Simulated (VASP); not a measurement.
Wanted: the native input for a VASP 6.6.1 run.

| Property | Result |
| --- | --- |
| Task | single point |
| Functional | PBE |
| Potentials or basis | VASP PAW PBE potentials, release 64 (Pm, Ba_sv) |
| Cutoff | 520 eV |
| k mesh | 8 × 8 × 4 |
| Occupations | fermi-dirac, width 0.05 eV |
| Spin | collinear spin, ferromagnetic start |
| Starting moments | [4.0, 0.0] μB |
| Dipole correction | no |
| Further INCAR settings | ALGO = Normal; EDIFF = 1e-06; NBANDS = 24 |

The structure of BaPm lies in POSCAR:

```
BaPm
1.0
    3.9675108916      0.0000000000      0.0000000000
   -1.9837554458      3.4359652219      0.0000000000
    0.0000000000      0.0000000000      6.5226240000
Pm Ba
1 1
Direct
    0.6666666667      0.3333333333      0.0000000000
    0.0000000000      0.0000000000      0.5000000000
```

The input as run:

INCAR

```
ALGO = Normal
EDIFF = 1E-6
ENCUT = 520
GGA = PE
ISIF = 2
ISMEAR = -1
ISPIN = 2
LASPH = True
LCHARG = True
LELF = True
LMAXMIX = 6
LORBIT = 11
LREAL = False
LVHAR = True
LWAVE = False
MAGMOM = 4 0
NBANDS = 24
NELM = 150
PREC = Accurate
SIGMA = 0.05
```

KPOINTS

```
k-points
0
Gamma
  8 8 4
```

Potentials or basis: VASP PAW PBE potentials, release 64 (Pm, Ba_sv).

Command:

```bash
$ cat potpaw_PBE.64/Pm/POTCAR potpaw_PBE.64/Ba_sv/POTCAR > POTCAR
$ mpirun -np 1 vasp_std > vasp.out
```

Results of the run:

The pressure is 1.4 GPa. The net moment is 5.25 μB per cell. The site moments are Pm +4.64; Ba -0.00 μB and the valence electrons inside the program's atomic spheres are Pm 12.38; Ba 8.03.

Caveat: the magnetic or orbital state may not be the lowest.

It took 4.2 min on 1 thread of Intel(R) Xeon(R) Platinum 8124M CPU @ 3.00GHz (Skylake/Cascade Lake) (shared host), peak memory 0.31 GiB.
